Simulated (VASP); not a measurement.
NbTe: single point with PBEsol

Crystal: NbTe.

```
Te Nb
1.0
     3.70297    0.00000    0.00000
    -1.85149    3.20687    0.00000
     0.00000    0.00000    3.69421
Te Nb
1 1
Direct
  0.66667 0.33333 0.00000
  0.00000 0.00000 0.50000
```

```yaml
Program: VASP 6.6.1
Task: single point
Functional: PBEsol
Potentials_or_basis: VASP PAW PBE potentials, release 64 (Te, Nb_sv)
Cutoff: 520 eV
k_mesh: 8 × 8 × 7
Occupations: gaussian, width 0.05 eV
Spin: no spin polarisation
```

```json
{
 "Pressure": "-5.4 GPa"
}
```

Stress tensor (GPa, compression positive):
```
-5.44  0.00  0.00
 0.00 -5.44  0.00
 0.00  0.00 -5.17
```

Levels at points of the mesh, in eV from the Fermi level:
```
           k point  band 6  band 7  band 8  band 9  band 10  band 11  band 12  band 13  band 14  band 15
(0.00, 0.00, 0.00)   -3.18   -3.18   -3.04   -2.37     0.11     0.11     2.42     2.42     2.78     5.85
(0.50, 0.00, 0.00)   -7.23   -3.85   -2.68   -2.62    -0.21     1.21     1.47     3.00     3.76     5.66
```

Wall time 11 s on 1 thread of Intel(R) Xeon(R) 6975P-C (Granite Rapids), with other jobs on the host, peak memory 0.17 GiB.

Caveat: the PAW data sets were made with another functional, which shifts forces and pressure a little; spin-orbit coupling is left out, which moves the levels of the heavy elements.
